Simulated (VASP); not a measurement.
# CdTe (F-43m) in VASP: notebook

Runs on CdTe. Level: LDA. Tasks: single point, relaxation of cell and atoms.

All numbers are computed with VASP 6.6.1; they aren't measurements. Logs are shortened: lines on timing, memory, paths and dates and some standing lists are left out, and cuts for length are marked.

## (1) The cell of the first run

It takes space group F-43m (No. 216, cubic). Conventional cell: a = 6.409 Å, b = 6.409 Å, c = 6.409 Å, α = 90.00°, β = 90.00°, γ = 90.00°. Within 3.7 Å of Cd (site symmetry -43m) lie 4 Te at 2.78 Å. Within 3.7 Å of Te (site symmetry -43m) lie 4 Cd at 2.78 Å.

## (2) Single point, LDA

File INCAR:

```
SYSTEM = CdTe
ALGO = Normal ; EDIFF = 1E-6
ENCUT = 520 ; ISIF = 2
ISMEAR = 0 ; LASPH = .True.
LCHARG = .True. ; LELF = .True.
LREAL = .False. ; LVHAR = .True.
LWAVE = .False. ; NBANDS = 16
NELM = 80 ; PREC = Accurate
SIGMA = 0.02
```

File KPOINTS:

```
k-points
0
Gamma
  10 10 10
  0 0 0
```

File POSCAR:

```
CdTe
1.0
    0.0000000000      3.2045940873      3.2045940873
    3.2045940873      0.0000000000      3.2045940873
    3.2045940873      3.2045940873      0.0000000000
Cd Te
1 1
Direct
    0.0000000000      0.0000000000      0.0000000000
    0.7500000000      0.7500000000      0.7500000000
```

Potentials or basis: VASP PAW LDA potentials, release 64 (Cd, Te).

Command:

```console
$ cat potpaw_LDA.64/Cd/POTCAR potpaw_LDA.64/Te/POTCAR > POTCAR
$ mpirun -np 1 vasp_std > vasp.out
```

OUTCAR:

```text
SYSTEM = CdTe
   EDIFF = 1E-6
   ENCUT = 520
   ISIF = 2
   ISMEAR = 0
   LASPH = .True.
   LREAL = .False.
   NELM = 80
   PREC = Accurate

 ion  position               nearest neighbor table
   1  0.000  0.000  0.000-   2 2.78   2 2.78   2 2.78   2 2.78
   2  0.750  0.750  0.750-   1 2.78   1 2.78   1 2.78   1 2.78

  LATTYP: Found a face centered cubic cell.
 ALAT       =     6.4091881746

  Lattice vectors:

 A1 = (   0.0000000000,   3.2045940873,   3.2045940873)
 A2 = (   3.2045940873,   0.0000000000,   3.2045940873)
 A3 = (   3.2045940873,   3.2045940873,   0.0000000000)

Analysis of symmetry for initial positions (statically):
=====================================================================
 Subroutine PRICEL returns:
 Original cell was already a primitive cell.

 Routine SETGRP: Setting up the symmetry group for a
 face centered cubic supercell.

 Subroutine GETGRP returns: Found 24 space group operations
 (whereof 24 operations were pure point group operations)
 out of a pool of 48 trial point group operations.

The static configuration has the point symmetry T_d .

Analysis of symmetry for dynamics (positions and initial velocities):
=====================================================================
 Subroutine PRICEL returns:
 Original cell was already a primitive cell.

 Routine SETGRP: Setting up the symmetry group for a
 face centered cubic supercell.

 Subroutine GETGRP returns: Found 24 space group operations
 (whereof 24 operations were pure point group operations)
 out of a pool of 48 trial point group operations.

The dynamic configuration has the point symmetry T_d .

 Subroutine INISYM returns: Found 24 space group operations
 (whereof 24 operations are pure point group operations),
 and found     1 'primitive' translations

----------------------------------------------------------------------------------------

                                     Primitive cell

  volume of cell :      65.8187

  direct lattice vectors                    reciprocal lattice vectors
     0.000000000  3.204594087  3.204594087    -0.156026001  0.156026001  0.156026001
     3.204594087  0.000000000  3.204594087     0.156026001 -0.156026001  0.156026001
     3.204594087  3.204594087  0.000000000     0.156026001  0.156026001 -0.156026001

  length of vectors
     4.531980420  4.531980420  4.531980420     0.270244961  0.270244961  0.270244961

  position of ions in fractional coordinates (direct lattice)
     0.000000000  0.000000000  0.000000000
     0.750000000  0.750000000  0.750000000

  ion indices of the primitive-cell ions
   primitive index   ion index
                 1           1
                 2           2

----------------------------------------------------------------------------------------

 KPOINTS: k-points

Automatic generation of k-mesh.
 Grid dimensions read from file:
 generate k-points for:   10   10   10

 Generating k-lattice:

  Cartesian coordinates                     Fractional coordinates (reciprocal lattice)
    -0.015602600  0.015602600  0.015602600     0.100000000  0.000000000  0.000000000
     0.015602600 -0.015602600  0.015602600     0.000000000  0.100000000  0.000000000
     0.015602600  0.015602600 -0.015602600     0.000000000  0.000000000  0.100000000

  Length of vectors
     0.027024496  0.027024496  0.027024496

  Shift w.r.t. Gamma in fractional coordinates (k-lattice)
     0.000000000  0.000000000  0.000000000

 Subroutine IBZKPT returns following result:
 ===========================================

 Found     47 irreducible k-points:

 Following reciprocal coordinates:
            Coordinates               Weight
  0.000000  0.000000  0.000000      1.000000
  0.100000  0.000000  0.000000      8.000000
  0.200000  0.000000  0.000000      8.000000
  0.300000  0.000000  0.000000      8.000000
  0.400000  0.000000  0.000000      8.000000
  0.500000  0.000000  0.000000      4.000000
[... 16 lines left out ...]
  0.300000  0.300000  0.000000      6.000000
  0.400000  0.300000  0.000000     24.000000
 [... further k-points ...]
   k-points           NKPTS =     47   k-points in BZ     NKDIM =     47   number of bands    NBANDS=     16
   number of dos      NEDOS =    301   number of ions     NIONS =      2
   total plane-waves  NPLWV =  46656
   dimension x,y,z NGX =    36 NGY =   36 NGZ =   36
   dimension x,y,z NGXF=    72 NGYF=   72 NGZF=   72
   ions per type =               1   1
   NGX,Y,Z   is equivalent  to a cutoff of  13.21, 13.21, 13.21 a.u.
   NGXF,Y,Z  is equivalent  to a cutoff of  26.41, 26.41, 26.41 a.u.
 SYSTEM =  CdTe
   PREC   = accura    normal or accurate (medium, high low for compatibility)
   ISTART =      0    job   : 0-new  1-cont  2-samecut
   ICHARG =      2    charge: 1-file 2-atom 10-const
   ISPIN  =      1    spin polarized calculation?
   LNONCOLLINEAR =      F non collinear calculations
   LSORBIT =      F    spin-orbit coupling
   LASPH  =      T    aspherical Exc in radial PAW
   ENCUT  =  520.0 eV  38.22 Ry    6.18 a.u.   8.43  8.43  8.43*2*pi/ulx,y,z
   NELM   =     80;   NELMIN=  2; NELMDL= -5     # of ELM steps
   EDIFF  = 0.1E-05   stopping-criterion for ELM
   LREAL  =      F    real-space projection
   EDIFFG = 0.1E-04   stopping-criterion for IOM
   NSW    =      0    number of steps for IOM
   IBRION =     -1    ionic relax: 0-MD 1-quasi-New 2-CG
   NFREE  =      0    steps in history (QN), initial steepest desc. (CG)
   ISIF   =      2    stress and relaxation
   ISYM   =      2    0-nonsym 1-usesym 2-fastsym
   POTIM  = 0.5000    time-step for ionic-motion
   TEBEG  =    0.0;   TEEND  =   0.0 temperature during run
   PSTRESS=    0.0 pullay stress
   NELECT =      18.0000    total number of electrons
   NUPDOWN=      -1.0000    fix difference up-down
   EMIN   =  10.00;   EMAX   =-10.00  energy-range for DOS
   EFERMI =   0.00;   METHOD = LEGACY
   ISMEAR =     0;   SIGMA  =   0.02  broadening in eV -4-tet -1-fermi 0-gaus
   EFERMI_NEDOS =   21; number of points for ismear=-14 and -15
   IALGO  =     38    algorithm
   IMIX   =      4    mixing-type and parameters
     AMIX     =   0.40;   BMIX     =  1.00
     AMIX_MAG =   1.60;   BMIX_MAG =  1.00
  volume/ion in A,a.u.               =      32.91       222.08
  Fermi-wavevector in a.u.,A,eV,Ry     =   1.062631  2.008082 15.363501  1.129185
  Thomas-Fermi vector in A             =   2.198089
   LORBIT       =      0    0 simple, 1 ext, 2 COOP (PROOUT), +10 PAW based schemes
   GGA     = CA    functional components
   LHFCALC =     F    Hartree Fock is set to
   AEXX    =    0.0000 exact exchange contribution
   IVDW    =     0    specifies the selected vdW correction
   LEPSILON=     F    determine dielectric tensor
   LRPA    =     F    only Hartree local field effects (RPA)
 non-spin polarized calculation
 Gauss-broadening in eV      SIGMA  =   0.02
  energy-cutoff  :      520.00
  volume of cell :       65.82
 maximum number of plane-waves:      1807
 NGX is ok and might be reduce to    36
   NGX = 17   NGY = 17   NGZ = 17

 number of electron      17.9999996 magnetization

 Free energy of the ion-electron system (eV)
  ---------------------------------------------------
  ext. energy  EPLUGINS =         0.00000000
  ---------------------------------------------------
  free energy    TOTEN  =        -6.05188685 eV

  energy without entropy =       -6.05188685  energy(sigma->0) =       -6.05188685

 E-fermi :   2.5789     XC(G=0):  -9.0917

 val. band max:        2.4688930322   @ k =   0.0000   0.0000   0.0000
 cond. band min:       3.1239738049   @ k =   0.0000   0.0000   0.0000
 fundamental gap:      0.6550807727
 Fermi energy:         2.5789168881

 k-point     1 :       0.0000    0.0000    0.0000
  band No.  band energies     occupation
      1      -8.9690      2.00000
      2      -5.9434      2.00000
      3      -5.9434      2.00000
      4      -5.9434      2.00000
      5      -5.6535      2.00000
      6      -5.6535      2.00000
[... 8 lines left out ...]
     15      11.8634      0.00000
     16      11.8634      0.00000

 k-point     2 :       0.1000    0.0000    0.0000
  band No.  band energies     occupation
      1      -8.9274      2.00000
      2      -5.9352      2.00000
      3      -5.9352      2.00000
      4      -5.9145      2.00000
      5      -5.6543      2.00000
      6      -5.6543      2.00000
[... 8 lines left out ...]
     15      11.2198      0.00000
     16      11.2198      0.00000

 k-point     3 :       0.2000    0.0000    0.0000
  band No.  band energies     occupation
      1      -8.8177      2.00000
      2      -5.9151      2.00000
      3      -5.9151      2.00000
      4      -5.8181      2.00000
      5      -5.6551      2.00000
      6      -5.6551      2.00000
[... 8 lines left out ...]
     15      10.8215      0.00000
     16      10.8215      0.00000

 k-point     4 :       0.3000    0.0000    0.0000
  band No.  band energies     occupation
      1      -8.6818      2.00000
      2      -5.8930      2.00000
      3      -5.8930      2.00000
      4      -5.6526      2.00000
      5      -5.6526      2.00000
      6      -5.6382      2.00000
[... 8 lines left out ...]
     15      11.0785      0.00000
     16      11.0785      0.00000

 k-point     5 :       0.4000    0.0000    0.0000
  band No.  band energies     occupation
      1      -8.5730      2.00000
      2      -5.8781      2.00000
      3      -5.8781      2.00000
      4      -5.6470      2.00000
      5      -5.6470      2.00000
      6      -5.4065      2.00000
[... 8 lines left out ...]
     15      11.9405      0.00000
     16      11.9405      0.00000

 k-point     6 :       0.5000    0.0000    0.0000
  band No.  band energies     occupation
      1      -8.5320      2.00000
      2      -5.8732      2.00000
      3      -5.8732      2.00000
      4      -5.6439      2.00000
      5      -5.6439      2.00000
      6      -5.2812      2.00000
[... 8 lines left out ...]
     15      12.7649      0.00000
     16      12.7649      0.00000

 k-point     7 :       0.1000    0.1000    0.0000
  band No.  band energies     occupation
      1      -8.9136      2.00000
      2      -5.9277      2.00000
      3      -5.9277      2.00000
      4      -5.9148      2.00000
      5      -5.6587      2.00000
      6      -5.6503      2.00000
[... 8 lines left out ...]
     15      10.6519      0.00000
     16      11.9495      0.00000

 k-point     8 :       0.2000    0.1000    0.0000
  band No.  band energies     occupation
      1      -8.8267      2.00000
      2      -5.9135      2.00000
      3      -5.9072      2.00000
      4      -5.8448      2.00000
      5      -5.6615      2.00000
      6      -5.6477      2.00000
[... 8 lines left out ...]
     15      11.3338      0.00000
     16      11.6152      0.00000

 k-point     9 :       0.3000    0.1000    0.0000
  band No.  band energies     occupation
      1      -8.6997      2.00000
      2      -5.8942      2.00000
      3      -5.8838      2.00000
      4      -5.7118      2.00000
      5      -5.6448      2.00000
      6      -5.6403      2.00000
[... 8 lines left out ...]
     15      11.3097      0.00000
     16      11.6676      0.00000
[... 172 lines left out ...]
 k-point    19 :       0.5000    0.2000    0.0000
  band No.  band energies     occupation
      1      -8.4869      2.00000
      2      -5.8511      2.00000
      3      -5.8327      2.00000
      4      -5.6843      2.00000
      5      -5.6392      2.00000
      6      -5.2461      2.00000
[... 8 lines left out ...]
     15      12.7221      0.00000
     16      12.9058      0.00000

 k-point    20 :      -0.4000    0.2000    0.0000
  band No.  band energies     occupation
      1      -8.4788      2.00000
      2      -5.8509      2.00000
      3      -5.8385      2.00000
      4      -5.6671      2.00000
      5      -5.6499      2.00000
      6      -5.2048      2.00000
[... 8 lines left out ...]
     15      11.6586      0.00000
     16      12.5682      0.00000

 k-point    21 :      -0.3000    0.2000    0.0000
  band No.  band energies     occupation
      1      -8.5350      2.00000
      2      -5.8562      2.00000
      3      -5.8560      2.00000
      4      -5.6614      2.00000
      5      -5.6614      2.00000
      6      -5.3653      2.00000
[... 8 lines left out ...]
     15      11.8063      0.00000
     16      13.0053      0.00000

 k-point    22 :      -0.2000    0.2000    0.0000
  band No.  band energies     occupation
      1      -8.6363      2.00000
      2      -5.8818      2.00000
      3      -5.8696      2.00000
      4      -5.6740      2.00000
      5      -5.6658      2.00000
      6      -5.5628      2.00000
[... 8 lines left out ...]
     15      11.9754      0.00000
     16      12.6615      0.00000

 k-point    23 :       0.3000    0.3000    0.0000
  band No.  band energies     occupation
      1      -8.5899      2.00000
      2      -5.8287      2.00000
      3      -5.8287      2.00000
      4      -5.7629      2.00000
      5      -5.6315      2.00000
      6      -5.5454      2.00000
[... 8 lines left out ...]
     15      12.6020      0.00000
     16      13.9234      0.00000

 k-point    24 :       0.4000    0.3000    0.0000
  band No.  band energies     occupation
      1      -8.5061      2.00000
      2      -5.8172      2.00000
      3      -5.8058      2.00000
      4      -5.7459      2.00000
      5      -5.6286      2.00000
      6      -5.3918      2.00000
[... 8 lines left out ...]
     15      13.0077      0.00000
     16      14.1233      0.00000

 [... further k-points ...]
[... 5 lines left out ...]
  --------------------------------------------------------------------------------------
  -------------------------------------------------------------------------------------
  Total        0.1056970      0.1056970      0.1056970     -0.0000000     -0.0000000      0.0000000
  in kB        2.5729068      2.5729068      2.5729068     -0.0000000     -0.0000000      0.0000000
  external PRESSURE =       2.5729068 kB  Pullay stress =       0.0000000 kB

 VOLUME and BASIS-vectors are now :
 -----------------------------------------------------------------------------
  energy-cutoff  :      520.00
  volume of cell :       65.82
      direct lattice vectors                 reciprocal lattice vectors
     0.000000000  3.204594087  3.204594087    -0.156026001  0.156026001  0.156026001
     3.204594087  0.000000000  3.204594087     0.156026001 -0.156026001  0.156026001
     3.204594087  3.204594087  0.000000000     0.156026001  0.156026001 -0.156026001

 POSITION                                       TOTAL-FORCE (eV/Angst)
 -----------------------------------------------------------------------------------
      0.00000      0.00000      0.00000         0.000000      0.000000      0.000000
      4.80689      4.80689      4.80689        -0.000000     -0.000000     -0.000000
 -----------------------------------------------------------------------------------
    total drift:                               -0.000000     -0.000000     -0.000000

  FREE ENERGIE OF THE ION-ELECTRON SYSTEM (eV)
  ---------------------------------------------------
  free  energy   TOTEN  =        -6.0518868454 eV

  energy  without entropy=       -6.0518868454  energy(sigma->0) =       -6.05188685
```

It took 28 s on 1 thread of AMD EPYC 9R45 (Zen 5), shared host; peak memory 0.16 GiB.

What came out:

```yaml
Free_energy: -6.0519 eV
Pressure: 0.3 GPa
Band_gap_on_the_k_mesh: 0.66 eV, direct
```

Levels at points of the mesh, in eV from the valence-band top:
```csv
k point,band 7,band 8,band 9,band 10,band 11,band 12
"(0.00, 0.00, 0.00)",0.00,0.00,0.00,0.66,4.48,4.48
"(0.50, 0.00, 0.00)",-4.69,-0.84,-0.84,1.69,5.08,5.08
"(0.50, 0.50, 0.00)",-4.54,-2.01,-2.01,2.37,2.54,8.82
```

Caveat: spin-orbit coupling is left out, which moves the levels of the heavy elements.

(Continued in part 2 of 2.)
